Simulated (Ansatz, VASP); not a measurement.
# TiO2: VASP beside Ansatz

```
Ti O
1.0
     4.64285    0.00000    0.00000
     0.00000    4.64285    0.00000
     0.00000    0.00000    2.96359
Ti O
2 4
Direct
  0.00000 0.00000 0.00000
  0.50000 0.50000 0.50000
  0.30506 0.30506 0.00000
  0.19494 0.80506 0.50000
  0.69494 0.69494 0.00000
  0.80506 0.19494 0.50000
```

Alike in both runs: functional PBE; k mesh 6 × 6 × 10; occupations gaussian, width 0.02 eV; no spin polarisation.

Ansatz relaxed the structure, and its values are those at the end. VASP's run is a single point on that final structure, the one shown.

|  | VASP | Ansatz |
| --- | --- | --- |
| version | VASP 6.6.1 | Ansatz 0.2.0 |
| potentials or method | VASP PAW PBE potentials, release 64 (Ti_sv, O), cutoff 600 eV | scalar-relativistic, plane waves, PAW |
| valence electrons in the cell | 48 | 48 |

Ansatz gave:

| Item | Value |
| --- | --- |
| gap on the k mesh at the Fermi level (eV) | 1.86 |
| least direct gap on the mesh (eV) | 1.86 |
| pressure (GPa) | 0.1 |
| rms of the force components (eV/Å) | 0.004 |

Question: Estimate VASP's values.

Answer: gap on the k mesh at the Fermi level (eV): 1.83; least direct gap on the mesh (eV): 1.83; pressure (GPa): 0.5; rms of the force components (eV/Å): 0.009.
